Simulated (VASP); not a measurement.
# Al in VASP: a series of runs

Al is run at these levels: PBE; tasks: single point, relaxation of the atoms.

All numbers are computed with VASP 6.6.1; they aren't measurements. Logs are shortened: lines on timing, memory, paths and dates and some standing lists are left out, and cuts for length are marked.

## Step 1: The cell of the first run

The cell holds a slab with vacuum, 4 atoms: a = 2.857 Å, b = 4.040 Å, c = 21.243 Å, α = 90.00°, β = 90.00°, γ = 90.00°.

## Step 2: Single point, PBE

File INCAR:

```
  ALGO = Normal
  DIPOL = 0.5 0.5 0.289
  EDIFF = 1E-6
  ENCUT = 520
  GGA = PE
  IDIPOL = 3
  ISIF = 2
  ISMEAR = 0
  LASPH = T
  LCHARG = T
  LDIPOL = T
  LELF = T
  LREAL = F
  LVACPOTAV = T
  LVHAR = T
  LWAVE = F
  NBANDS = 14
  NELM = 80
  PREC = Accurate
  SIGMA = 0.1
```

File KPOINTS:

```
k-points
0
Gamma
  9 7 1
```

File POSCAR:

```
Al
1.0
    2.8567582918      0.0000000000      0.0000000000
    0.0000000000      4.0400663207      0.0000000000
    0.0000000000      0.0000000000     21.2432786975
Al
4
Direct
    0.5000000000      0.5000000000      0.1882948511
    0.0000000000      0.0000000000      0.2555339608
    0.5000000000      0.5000000000      0.3248649542
    0.0000000000      0.0000000000      0.3880417338
```

Potentials or basis: VASP PAW PBE potentials, release 64 (Al).

Started as:

```bash
$ cat potpaw_PBE.64/Al/POTCAR > POTCAR
$ mpirun -np 1 vasp_std > vasp.out
```

OUTCAR:

```text
EDIFF = 1E-6
   ENCUT = 520
   GGA = PE
   ISIF = 2
   ISMEAR = 0
   LASPH = T
   LREAL = F
   NELM = 80
   PREC = Accurate

 ion  position               nearest neighbor table
   1  0.500  0.500  0.188-   2 2.86   2 2.86   2 2.86   2 2.86   3 2.90
   2  0.000  0.000  0.256-   4 2.81   1 2.86   1 2.86   1 2.86   1 2.86   3 2.88   3 2.88   3 2.88
                             3 2.88
   3  0.500  0.500  0.325-   4 2.81   4 2.81   4 2.81   4 2.81   2 2.88   2 2.88   2 2.88   2 2.88
                             1 2.90
   4  0.000  0.000  0.388-   3 2.81   3 2.81   3 2.81   3 2.81   2 2.81

  LATTYP: Found a simple orthorhombic cell.
 ALAT       =     2.8567582918
 B/A-ratio  =     1.4142135624
 C/A-ratio  =     7.4361484339

  Lattice vectors:

 A1 = (   2.8567582918,   0.0000000000,   0.0000000000)
 A2 = (   0.0000000000,   4.0400663207,   0.0000000000)
 A3 = (   0.0000000000,   0.0000000000,  21.2432786975)

Analysis of symmetry for initial positions (statically):
=====================================================================
 Subroutine PRICEL returns:
 Original cell was already a primitive cell.

 Routine SETGRP: Setting up the symmetry group for a
 simple orthorhombic supercell.

 Subroutine GETGRP returns: Found  4 space group operations
 (whereof  4 operations were pure point group operations)
 out of a pool of  8 trial point group operations.

The static configuration has the point symmetry C_2v.

Analysis of symmetry for dynamics (positions and initial velocities):
=====================================================================
 Subroutine PRICEL returns:
 Original cell was already a primitive cell.

 Routine SETGRP: Setting up the symmetry group for a
 simple orthorhombic supercell.

 Subroutine GETGRP returns: Found  4 space group operations
 (whereof  4 operations were pure point group operations)
 out of a pool of  8 trial point group operations.

The dynamic configuration has the point symmetry C_2v.

 Subroutine INISYM returns: Found  4 space group operations
 (whereof  4 operations are pure point group operations),
 and found     1 'primitive' translations

----------------------------------------------------------------------------------------

                                     Primitive cell

  volume of cell :     245.1792

  direct lattice vectors                    reciprocal lattice vectors
     2.856758292  0.000000000  0.000000000     0.350047116  0.000000000  0.000000000
     0.000000000  4.040066321  0.000000000     0.000000000  0.247520689  0.000000000
[... 105 lines left out ...]
  volume/ion in A,a.u.               =      61.29       413.64
  Fermi-wavevector in a.u.,A,eV,Ry     =   0.598835  1.131635  4.879100  0.358604
  Thomas-Fermi vector in A             =   1.650090
   LORBIT       =      0    0 simple, 1 ext, 2 COOP (PROOUT), +10 PAW based schemes
   GGA     = PE    functional components
   LHFCALC =     F    Hartree Fock is set to
   AEXX    =    0.0000 exact exchange contribution
   IVDW    =     0    specifies the selected vdW correction
   LEPSILON=     F    determine dielectric tensor
   LRPA    =     F    only Hartree local field effects (RPA)
 non-spin polarized calculation
 Gauss-broadening in eV      SIGMA  =   0.10
  energy-cutoff  :      520.00
  volume of cell :      245.18
 maximum number of plane-waves:      6657
 NGX is ok and might be reduce to    24
   NGX = 11   NGY = 15   NGZ = 79

 dipolmoment           0.000000      0.000000      0.000169 electrons x Angstroem

 number of electron      12.0000000 magnetization

 dipolmoment           0.000000      0.000000     -0.000336 electrons x Angstroem

 Free energy of the ion-electron system (eV)
  ---------------------------------------------------
  ext. energy  EPLUGINS =         0.00000000
  ---------------------------------------------------
  free energy    TOTEN  =       -13.68429049 eV

  energy without entropy =      -13.67992827  energy(sigma->0) =      -13.68210938

 E-fermi :  -0.7714     XC(G=0):  -3.7257

 val. band max:       -0.8000591965   @ k =   0.3333   0.0000   0.0000
 cond. band min:      -0.6932852078   @ k =   0.3333   0.1429   0.0000
 fundamental gap:      0.1067739887
 Fermi energy:        -0.7713991088

 k-point     1 :       0.0000    0.0000    0.0000
  band No.  band energies     occupation
      1     -10.9941      2.00000
      2      -8.5790      2.00000
      3      -5.2800      2.00000
      4      -2.8502      2.00000
      5      -2.2232      2.00000
      6      -1.3067      2.00000
      7      -0.5631      0.00322
      8       0.5516      0.00000
      9       1.5190      0.00000
     10       2.9135      0.00000
     11       2.9154      0.00000
     12       3.2727      0.00000
     13       4.4148      0.00000
     14       4.6340      0.00000
[... 309 lines left out ...]
      1      -5.8808      2.00000
      2      -4.6993      2.00000
      3      -4.0017      2.00000
      4      -3.3917      2.00000
      5      -2.7968      2.00000
      6      -2.4739      2.00000
      7      -1.3017      2.00000
      8      -0.3730      0.00000
      9      -0.1181      0.00000
     10       0.7759      0.00000
     11       1.7087      0.00000
     12       2.5549      0.00000
     13       3.7740      0.00000
     14       4.5584      0.00000

------------------------ aborting loop because EDIFF is reached ----------------------------------------

  FORCE on cell =-STRESS in cart. coord.  units (eV):
  Direction    XX          YY          ZZ          XY          YZ          ZX
  --------------------------------------------------------------------------------------
  -------------------------------------------------------------------------------------
  Total       -4.1218731      0.1680290     -0.4368432      0.0000000      0.0000000      0.0000000
  in kB      -26.9352902      1.0980229     -2.8546485      0.0000000      0.0000000      0.0000000
  external PRESSURE =      -9.5639719 kB  Pullay stress =       0.0000000 kB

 VOLUME and BASIS-vectors are now :
 -----------------------------------------------------------------------------
  energy-cutoff  :      520.00
  volume of cell :      245.18
      direct lattice vectors                 reciprocal lattice vectors
     2.856758292  0.000000000  0.000000000     0.350047116  0.000000000  0.000000000
     0.000000000  4.040066321  0.000000000     0.000000000  0.247520689  0.000000000
     0.000000000  0.000000000 21.243278697     0.000000000  0.000000000  0.047073713

 POSITION                                       TOTAL-FORCE (eV/Angst)
 -----------------------------------------------------------------------------------
      1.42838      2.02003      4.00000         0.000000      0.000000      0.213784
      0.00000      0.00000      5.42838         0.000000      0.000000     -0.140263
      1.42838      2.02003      6.90120         0.000000      0.000000     -0.058827
      0.00000      0.00000      8.24328         0.000000      0.000000     -0.014693
 -----------------------------------------------------------------------------------
    total drift:                               -0.000000     -0.000000     -0.000015

  FREE ENERGIE OF THE ION-ELECTRON SYSTEM (eV)
  ---------------------------------------------------
  free  energy   TOTEN  =       -13.6842904875 eV

  energy  without entropy=      -13.6799282666  energy(sigma->0) =      -13.68210938

 vacuum level on the upper side and lower side of the slab         3.331         3.336
```

OSZICAR:

```text
N       E                     dE             d eps       ncg     rms          rms(c)
DAV:   1     0.311402553381E+02    0.31140E+02   -0.35102E+03   560   0.578E+02
DAV:   2    -0.125844365349E+02   -0.43725E+02   -0.39937E+02   836   0.941E+01
DAV:   3    -0.143747560486E+02   -0.17903E+01   -0.17563E+01   734   0.190E+01
[... 15 lines left out ...]
DAV:  19    -0.136842729887E+02   -0.91966E-05   -0.16822E-06   632   0.315E-03    0.921E-04
DAV:  20    -0.136842804007E+02   -0.74120E-05   -0.20061E-07   582   0.138E-03    0.701E-04
DAV:  21    -0.136842868618E+02   -0.64611E-05   -0.14390E-07   596   0.995E-04    0.400E-04
DAV:  22    -0.136842895725E+02   -0.27107E-05   -0.88393E-08   552   0.714E-04    0.181E-04
DAV:  23    -0.136842904875E+02   -0.91503E-06   -0.48007E-08   492   0.445E-04
   1 F= -.13684290E+02 E0= -.13682109E+02  d E =-.436222E-02
```

Run time: 2.1 min. Hardware: 1 thread of Intel Xeon 8259CL, shared host; peak memory 0.34 GiB.

What came out:

| Quantity | Value |
| --- | --- |
| Free energy | -13.6843 eV |
| Largest force | 0.214 eV/Å |
| Band gap on the k mesh | zero (bands 6 and 7 overlap by 1.30 eV) |

Forces on the atoms (eV/Å):
```
Al   0.000  0.000  0.214
Al   0.000  0.000 -0.140
Al   0.000  0.000 -0.059
Al   0.000  0.000 -0.015
```

## Step 3: Single point, PBE

This run uses another cell than the first one.

File INCAR:

```
ALGO = Normal ; DIPOL = 0.5 0.5 0.500
EDIFF = 1E-6 ; ENCUT = 520
GGA = PE ; IDIPOL = 3
ISIF = 2 ; ISMEAR = 0
LASPH = True ; LCHARG = True
LDIPOL = True ; LELF = True
LREAL = False ; LVACPOTAV = True
LVHAR = True ; LWAVE = False
NBANDS = 14 ; NELM = 100
PREC = Accurate ; SIGMA = 0.1
```

File KPOINTS:

```
k-points
0
Gamma
  10 7 1
```

File POSCAR:

```
Al
1.0
    2.8567582919      0.0000000000      0.0000000000
    0.0000000000      4.0400663208      0.0000000000
    0.0000000000      0.0000000000     18.2851374379
Al
4
Direct
    0.5000000000      0.5000000000      0.3828245767
    0.0000000000      0.0000000000      0.4609415256
    0.5000000000      0.5000000000      0.5414887780
    0.0000000000      0.0000000000      0.6148862013
```

Potentials or basis: VASP PAW PBE potentials, release 64 (Al).

Started as:

```bash
$ cat potpaw_PBE.64/Al/POTCAR > POTCAR
$ mpirun -np 1 vasp_std > vasp.out
```

It took 2.6 min on 1 thread of AMD EPYC 7R13, shared host; peak memory 0.27 GiB.

It converged, with:

- Free energy: -13.6793 eV
- Largest force: 0.224 eV/Å
- Band gap on the k mesh: zero (bands 6 and 7 overlap by 1.06 eV)

Forces on the atoms (eV/Å):
```
Al   0.000  0.000  0.208
Al   0.000  0.000 -0.224
Al   0.000  0.000 -0.003
Al   0.000  0.000  0.019
```

Levels at points of the mesh, in eV from the Fermi level:
| k point | band 4 | band 5 | band 6 | band 7 | band 8 | band 9 |
| --- | --- | --- | --- | --- | --- | --- |
| (0.00, 0.00, 0.00) | -2.11 | -1.46 | -0.56 | 0.20 | 1.31 | 2.28 |
| (0.50, 0.00, 0.00) | -3.39 | -0.16 | -0.14 | 2.02 | 2.07 | 2.94 |

## Step 4: Relaxation of the atoms, PBE

This run uses another cell than the first one.

File INCAR:

```
ALGO     = Normal         # electronic algorithm
DIPOL    = 0.5 0.5 0.500
EDIFF    = 1E-6           # SCF threshold, eV
EDIFFG   = -0.03          # ionic threshold
ENCUT    = 520            # plane-wave cutoff, eV
GGA      = PE             # functional
IBRION   = 2              # ionic algorithm
IDIPOL   = 3            
ISIF     = 2              # what is computed and relaxed
ISMEAR   = 0              # smearing method
LASPH    = True           # aspherical terms in the spheres
LCHARG   = False          # write CHGCAR
LDIPOL   = True         
LREAL    = False          # projectors in reciprocal space
LWAVE    = False          # write WAVECAR
NELM     = 60             # most SCF steps
NSW      = 70             # ionic steps
PREC     = Accurate       # precision mode
SIGMA    = 0.1            # smearing width, eV
```

KPOINTS is that of step 3.

File POSCAR:

```
Al
1.0
    2.8567582919      0.0000000000      0.0000000000
    0.0000000000      4.0400663208      0.0000000000
    0.0000000000      0.0000000000     18.2851374379
Al
4
Selective dynamics
Direct
    0.5000000000      0.5000000000      0.3828245767  F F F
    0.0000000000      0.0000000000      0.4609415256  F F F
    0.5000000000      0.5000000000      0.5390584744  T T T
    0.0000000000      0.0000000000      0.6171754233  T T T
```

Started as:

```bash
$ cat potpaw_PBE.64/Al/POTCAR > POTCAR
$ mpirun -np 1 vasp_std > vasp.out
```

It took 3.4 min on 1 thread of AMD EPYC 7R13, shared host; peak memory 0.28 GiB.

It converged, with:

```yaml
Free_energy: -13.6794 eV
Energy_gained_by_relaxing: 2.0 meV/atom
Ionic_steps: 3
Band_gap_on_the_k_mesh: zero (bands 6 and 7 overlap by 1.07 eV)
```

Step by step:
```tsv
step	energy change (eV)	largest force on free atoms (eV/Å)	pressure (GPa)
1	0.0000	0.2238	-1.24
2	-0.0033	0.1696	-1.23
3	-0.0080	0.0133	-1.19
```

Final structure:
```xyz
4
Lattice="2.8568 0.0000 0.0000 0.0000 4.0401 0.0000 0.0000 0.0000 18.2851" Properties=species:S:1:pos:R:3 pbc="T T T"
Al    1.4284    2.0200    7.0000
Al    0.0000    0.0000    8.4284
Al    1.4284    2.0200    9.8999
Al    0.0000    0.0000   11.2529
```

Levels at points of the mesh, in eV from the Fermi level:
```
           k point  band 3  band 4  band 5  band 6  band 7  band 8  band 9  band 10
(0.00, 0.00, 0.00)   -4.52   -2.10   -1.47   -0.55    0.21    1.30    2.28     3.67
(0.50, 0.00, 0.00)   -3.41   -3.39   -0.16   -0.14    2.03    2.08    2.93     2.96
```

## Step 5: The runs side by side

| task | cell | k mesh | atoms held fixed (from 0) | gap on the mesh (eV) | largest force (eV/Å) |
| --- | --- | --- | --- | --- | --- |
| single point | a = 2.857, b = 4.040, c = 21.243 Å, 4 atoms, atomic positions A | 9 × 7 × 1 | - | none | 0.21 |
| single point | a = 2.857, b = 4.040, c = 18.285 Å, 4 atoms, atomic positions A | 10 × 7 × 1 | - | none | 0.22 |
| relaxation of the atoms | atoms relaxed from a = 2.857, b = 4.040, c = 18.285 Å, 4 atoms, atomic positions B | 10 × 7 × 1 | [0, 1] | none | - |

Alike in all rows: level PBE; potentials or basis VASP PAW PBE potentials, release 64 (Al); no spin polarisation; cutoff (eV) 520; smearing gaussian 0.1 eV.

Total energies depend on the potentials used, so only differences within one code and one set of settings carry meaning.
